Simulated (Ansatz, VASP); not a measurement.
**TaAs in VASP and in Ansatz**

```
Ta As
1.0
    -1.70287    1.70287    5.80374
     1.70287   -1.70287    5.80374
     1.70287    1.70287   -5.80374
Ta As
2 2
Direct
  0.50001 0.00001 0.50000
  0.75001 0.75001 0.00000
  0.08259 0.58259 0.50000
  0.33259 0.33259 0.00000
```

Alike in both runs: task single point; functional r2SCAN; k mesh 8 × 8 × 8; occupations fermi-dirac, width 0.02 eV; no spin polarisation.

|  | VASP | Ansatz |
| --- | --- | --- |
| version | VASP 6.6.1 | Ansatz 0.2.0 |
| potentials or method | VASP PAW PBE potentials, release 64 (Ta_pv, As) | plane waves, PAW |
| plane-wave cutoff (eV) | 520 | 500 |
| valence electrons in the cell | 32 | 56 |

```tsv
	VASP	Ansatz	Ansatz less VASP
pressure (GPa)	6.8	6.2	-0.59
traceless stress, the component that is largest in VASP (GPa)	-0.56	-0.47	+0.090
rms of the force components (eV/Å)	0.005	0.005	-0.0001
```

VASP's potentials were made for PBE, not for r2SCAN. Atom by atom the forces differ by 0.000 eV/Å (rms over components). VASP's potentials hold 32 valence electrons a cell and Ansatz's 56, so a difference there can come from the potentials and not from the codes.

Neither program's run includes spin-orbit coupling.
